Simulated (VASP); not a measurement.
# Pt (R-3m) in VASP: notebook

Runs on Pt. Level: LDA. Tasks: single point.

All numbers are computed with VASP 6.6.1; they aren't measurements. Logs are shortened: lines on timing, memory, paths and dates and some standing lists are left out, and cuts for length are marked.

### Step 1. The cell of the first run

It takes space group R-3m (No. 166, trigonal). Conventional cell: a = 2.615 Å, b = 2.615 Å, c = 7.418 Å, α = 90.00°, β = 90.00°, γ = 120.00°. Pt (site symmetry -3m) has 12 Pt at 2.62 to 2.90 Å within 3.5 Å.

### Step 2. Single point, LDA

INCAR

```
SYSTEM = Pt
ALGO = Fast
EDIFF = 1E-7
ENCUT = 520
GGA = CA
ISIF = 2
ISMEAR = 0
LASPH = .TRUE.
LCHARG = .TRUE.
LELF = .TRUE.
LREAL = .FALSE.
LVHAR = .TRUE.
LWAVE = .FALSE.
NBANDS = 11
NELM = 60
PREC = Accurate
SIGMA = 0.15
```

KPOINTS

```
k-points
0
G
  20 20 20
  0 0 0
```

POSCAR

```
Pt
1.0
    0.1946767288      2.0441056528      2.0441056528
    2.0441056528      0.1946767288      2.0441056528
    2.0441056528      2.0441056528      0.1946767288
Pt
1
Direct
    0.0000000000      0.0000000000      0.0000000000
```

Potentials or basis: VASP PAW LDA potentials, release 64 (Pt).

On the command line:

```sh
cat potpaw_LDA.64/Pt/POTCAR > POTCAR
mpirun -np 1 vasp_std > vasp.out
```

OUTCAR:

```text
SYSTEM = Pt
   EDIFF = 1E-7
   ENCUT = 520
   GGA = CA
   ISIF = 2
   ISMEAR = 0
   LASPH = .TRUE.
   LREAL = .FALSE.
   NELM = 60
   PREC = Accurate

 ion  position               nearest neighbor table
   1  0.000  0.000  0.000-

  LATTYP: Found a trigonal (rhomboedric) cell.
 ALAT       =     2.8973496283
 COS(alpha) =     0.5925507901

  Lattice vectors:

 A1 = (   0.1946767288,   2.0441056528,   2.0441056528)
 A2 = (   2.0441056528,   0.1946767288,   2.0441056528)
 A3 = (   2.0441056528,   2.0441056528,   0.1946767288)

Analysis of symmetry for initial positions (statically):
=====================================================================
 Subroutine PRICEL returns:
 Original cell was already a primitive cell.

 Routine SETGRP: Setting up the symmetry group for a
 trigonal (rhombohedral) supercell.

 Subroutine GETGRP returns: Found 12 space group operations
 (whereof 12 operations were pure point group operations)
 out of a pool of 12 trial point group operations.

The static configuration has the point symmetry D_3d.

Analysis of symmetry for dynamics (positions and initial velocities):
=====================================================================
 Subroutine PRICEL returns:
 Original cell was already a primitive cell.

 Routine SETGRP: Setting up the symmetry group for a
 trigonal (rhombohedral) supercell.

 Subroutine GETGRP returns: Found 12 space group operations
 (whereof 12 operations were pure point group operations)
 out of a pool of 12 trial point group operations.

The dynamic configuration has the point symmetry D_3d.

 Subroutine INISYM returns: Found 12 space group operations
 (whereof 12 operations are pure point group operations),
 and found     1 'primitive' translations

----------------------------------------------------------------------------------------

                                     Primitive cell

  volume of cell :      14.6491

  direct lattice vectors                    reciprocal lattice vectors
     0.194676729  2.044105653  2.044105653    -0.282642531  0.258064920  0.258064920
     2.044105653  0.194676729  2.044105653     0.258064920 -0.282642531  0.258064920
     2.044105653  2.044105653  0.194676729     0.258064920  0.258064920 -0.282642531

  length of vectors
     2.897349628  2.897349628  2.897349628     0.461607849  0.461607849  0.461607849

[... 78 lines left out ...]
   EDIFF  = 0.1E-06   stopping-criterion for ELM
   LREAL  =      F    real-space projection
   EDIFFG = 0.1E-05   stopping-criterion for IOM
   NSW    =      0    number of steps for IOM
   IBRION =     -1    ionic relax: 0-MD 1-quasi-New 2-CG
   NFREE  =      0    steps in history (QN), initial steepest desc. (CG)
   ISIF   =      2    stress and relaxation
   ISYM   =      2    0-nonsym 1-usesym 2-fastsym
   POTIM  = 0.5000    time-step for ionic-motion
   TEBEG  =    0.0;   TEEND  =   0.0 temperature during run
   PSTRESS=    0.0 pullay stress
   NELECT =      10.0000    total number of electrons
   NUPDOWN=      -1.0000    fix difference up-down
   EMIN   =  10.00;   EMAX   =-10.00  energy-range for DOS
   EFERMI =   0.00;   METHOD = LEGACY
   ISMEAR =     0;   SIGMA  =   0.15  broadening in eV -4-tet -1-fermi 0-gaus
   EFERMI_NEDOS =   21; number of points for ismear=-14 and -15
   IALGO  =     68    algorithm
   IMIX   =      4    mixing-type and parameters
     AMIX     =   0.40;   BMIX     =  1.00
     AMIX_MAG =   1.60;   BMIX_MAG =  1.00
  volume/ion in A,a.u.               =      14.65        98.86
  Fermi-wavevector in a.u.,A,eV,Ry     =   1.441465  2.723974 28.270483  2.077822
  Thomas-Fermi vector in A             =   2.560094
   LORBIT       =      0    0 simple, 1 ext, 2 COOP (PROOUT), +10 PAW based schemes
   GGA     = CA    functional components
   LHFCALC =     F    Hartree Fock is set to
   AEXX    =    0.0000 exact exchange contribution
   IVDW    =     0    specifies the selected vdW correction
   LEPSILON=     F    determine dielectric tensor
   LRPA    =     F    only Hartree local field effects (RPA)
 non-spin polarized calculation
 RMM-DIIS sequential band-by-band and
 Gauss-broadening in eV      SIGMA  =   0.15
  energy-cutoff  :      520.00
  volume of cell :       14.65
 maximum number of plane-waves:       405
 NGX is ok and might be reduce to    24
   NGX = 11   NGY = 11   NGZ = 11

 number of electron      10.0000000 magnetization

 Free energy of the ion-electron system (eV)
  ---------------------------------------------------
  ext. energy  EPLUGINS =         0.00000000
  ---------------------------------------------------
  free energy    TOTEN  =        -7.37602930 eV

  energy without entropy =       -7.36054091  energy(sigma->0) =       -7.36828511

 E-fermi :  11.6305     XC(G=0): -13.8316

 val. band max:       11.6282244078   @ k =   0.4500   0.4500   0.2500
 cond. band min:      11.6356902553   @ k =  -0.3000   0.4000   0.1500
 fundamental gap:      0.0074658475
 Fermi energy:        11.6305458791

 k-point     1 :       0.0000    0.0000    0.0000
  band No.  band energies     occupation
      1       1.1143      2.00000
      2       6.5604      2.00000
      3       7.8763      2.00000
      4       7.8763      2.00000
      5      10.4270      2.00000
      6      10.4270      2.00000
      7      25.4764      0.00000
      8      29.0279      0.00000
      9      33.1774      0.00000
     10      33.1774      0.00000
     11      36.8599      0.00000
[... 309 lines left out ...]
 k-point    24 :      -0.3500    0.0500   -0.0000
  band No.  band energies     occupation
      1       4.1533      2.00000
      2       6.9102      2.00000
      3       8.8487      2.00000
      4       8.8915      2.00000
      5      10.4085      2.00000
      6      12.0131      0.00031
      7      21.9159      0.00000
      8      26.7232      0.00000
      9      30.7820      0.00000
     10      33.0450      0.00000
     11      36.3633      0.00000

 [... further k-points ...]
[... 5 lines left out ...]
  --------------------------------------------------------------------------------------
  -------------------------------------------------------------------------------------
  Total        1.0238806      1.0238806      1.0238806     -1.0415915     -1.0415915     -1.0415915
  in kB      111.9819149    111.9819149    111.9819149   -113.9189571   -113.9189571   -113.9189571
  external PRESSURE =     111.9819149 kB  Pullay stress =       0.0000000 kB

 VOLUME and BASIS-vectors are now :
 -----------------------------------------------------------------------------
  energy-cutoff  :      520.00
  volume of cell :       14.65
      direct lattice vectors                 reciprocal lattice vectors
     0.194676729  2.044105653  2.044105653    -0.282642531  0.258064920  0.258064920
     2.044105653  0.194676729  2.044105653     0.258064920 -0.282642531  0.258064920
     2.044105653  2.044105653  0.194676729     0.258064920  0.258064920 -0.282642531

 POSITION                                       TOTAL-FORCE (eV/Angst)
 -----------------------------------------------------------------------------------
      0.00000      0.00000      0.00000        -0.000000      0.000000     -0.000000
 -----------------------------------------------------------------------------------
    total drift:                               -0.000000      0.000000     -0.000000

  FREE ENERGIE OF THE ION-ELECTRON SYSTEM (eV)
  ---------------------------------------------------
  free  energy   TOTEN  =        -7.3760292998 eV

  energy  without entropy=       -7.3605409135  energy(sigma->0) =       -7.36828511
```

OSZICAR:

```text
N       E                     dE             d eps       ncg     rms          rms(c)
DAV:   1     0.393463435084E+02    0.39346E+02   -0.54118E+03 17470   0.849E+02
DAV:   2    -0.719662545702E+01   -0.46543E+02   -0.44843E+02 19731   0.180E+02
DAV:   3    -0.780705193864E+01   -0.61043E+00   -0.60697E+00 20241   0.196E+01
DAV:   4    -0.780944594949E+01   -0.23940E-02   -0.23938E-02 19851   0.144E+00
DAV:   5    -0.780946450620E+01   -0.18557E-04   -0.18557E-04 20228   0.116E-01    0.148E+01
RMM:   6    -0.742954725363E+01    0.37992E+00   -0.34654E-01 17313   0.497E+00    0.771E+00
RMM:   7    -0.738093211934E+01    0.48615E-01   -0.70177E-02 18300   0.238E+00    0.258E+00
RMM:   8    -0.737621761938E+01    0.47145E-02   -0.97049E-03 18592   0.906E-01    0.531E-01
RMM:   9    -0.737602488692E+01    0.19273E-03   -0.93428E-04 20162   0.258E-01    0.120E-01
RMM:  10    -0.737603255396E+01   -0.76670E-05   -0.14734E-04 20135   0.931E-02    0.945E-02
RMM:  11    -0.737603117120E+01    0.13828E-05   -0.25795E-05 20865   0.332E-02    0.127E-02
RMM:  12    -0.737602912929E+01    0.20419E-05   -0.99646E-06 19018   0.250E-02    0.393E-03
RMM:  13    -0.737602930837E+01   -0.17908E-06   -0.17489E-06 19536   0.837E-03    0.115E-03
RMM:  14    -0.737602929975E+01    0.86171E-08   -0.22609E-07 14500   0.330E-03
   1 F= -.73760293E+01 E0= -.73682851E+01  d E =-.154884E-01
```

Run time: 46 s. Hardware: 1 thread of Intel Xeon 6975P-C (Granite Rapids), shared host; peak memory 0.24 GiB.

Results:

| Item | Value |
| --- | --- |
| Free energy | -7.3760 eV |
| Pressure | 11.2 GPa |
| Band gap on the k mesh | zero (band 5 reaches 12.64 eV, above the bottom of band 6 at 9.99 eV) |

Caveat: spin-orbit coupling is left out, which moves the levels of the heavy elements.

### Step 3. Single point, LDA

This run uses another cell than the first one, of 14.96 Å³/atom, 1.022 times its volume.

INCAR

```
PREC = Accurate ; ENCUT = 520
EDIFF = 1E-6 ; ISMEAR = 0
SIGMA = 0.15 ; LREAL = False
LASPH = True ; NELM = 100
ALGO = Fast ; ISIF = 2
LWAVE = False ; LCHARG = False
NBANDS = 11
```

KPOINTS

```
Automatic mesh
0
Gamma
  20 20 20
```

POSCAR

```
Pt
1.0
    0.2920150933      2.1122425079      2.1122425079
    2.1122425079      0.2920150933      2.1122425079
    2.1122425079      2.1122425079      0.2920150933
Pt
1
Direct
    0.0000000000      0.0000000000      0.0000000000
```

Potentials or basis: VASP PAW LDA potentials, release 64 (Pt).

On the command line:

```sh
cat potpaw_LDA.64/Pt/POTCAR > POTCAR
mpirun -np 1 vasp_std > vasp.out
```

Run time: 44 s. Hardware: 1 thread of Intel Xeon 6975P-C (Granite Rapids), shared host; peak memory 0.23 GiB.

Results (log left out):

```yaml
Free_energy: -7.2214 eV
Pressure: 13.9 GPa
Band_gap_on_the_k_mesh: zero (band 5 reaches 12.49 eV, above the bottom of band 6 at 9.71 eV)
```

Stress tensor (GPa, compression positive):
```
 13.87 -16.48 -16.48
-16.48  13.87 -16.48
-16.48 -16.48  13.87
```

Levels at points of the mesh, in eV from the Fermi level:
```tsv
k point	band 3	band 4	band 5	band 6	band 7	band 8
(0.00, 0.00, 0.00)	-3.74	-3.74	-0.77	-0.77	12.79	17.10
(0.50, 0.00, 0.00)	-2.30	-1.01	0.43	1.24	7.65	13.34
(0.50, 0.50, 0.00)	-0.31	0.27	1.31	2.15	9.36	9.74
(0.50, 0.50, 0.50)	-3.91	-1.82	0.10	0.10	3.07	15.72
```

Caveat: spin-orbit coupling is left out, which moves the levels of the heavy elements.
